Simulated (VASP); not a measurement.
Ti:

```
CELL_PARAMETERS angstrom
-2.53497 2.53497 1.39423
2.53497 -2.53497 1.39423
2.53497 2.53497 -1.39423
ATOMIC_POSITIONS crystal
Ti 0.62500 0.87500 0.75000
Ti 0.37500 0.12500 0.25000
```

* Program: VASP 6.6.1
* Task: relaxation of cell and atoms
* Functional: PBE
* Potentials or basis: VASP PAW PBE potentials, release 64 (Ti_sv)
* Cutoff: 600 eV
* k mesh: 15 × 15 × 15
* Occupations: fermi-dirac, width 0.1 eV
* Spin: no spin polarisation

At the start: pressure -2.2 GPa; volume 17.92 Å³/atom.

Q: How do energy, volume and symmetry change on relaxing?

A: Over 5 steps the energy falls by 4.6 meV/atom and the volume is 17.45 Å³/atom (-2.6 %); space group I4_1/amd (No. 141, to 0.05 Å).

The path:
```
step  energy change (eV)  largest force (eV/Å)  pressure (GPa)  volume (Å³)
   1              0.0000                0.0000           -2.16        35.84
   2             -0.0073                0.0000            0.93        34.60
   3             -0.0079                0.0000            0.26        34.85
   4             -0.0090                0.0000            0.10        34.88
   5             -0.0092                0.0000            0.02        34.90
```

Final structure:
```
Ti
1.0
    -2.49596    2.49596    1.40055
     2.49596   -2.49596    1.40055
     2.49596    2.49596   -1.40055
Ti
2
Direct
  0.62500 0.87500 0.75000
  0.37500 0.12500 0.25000
```
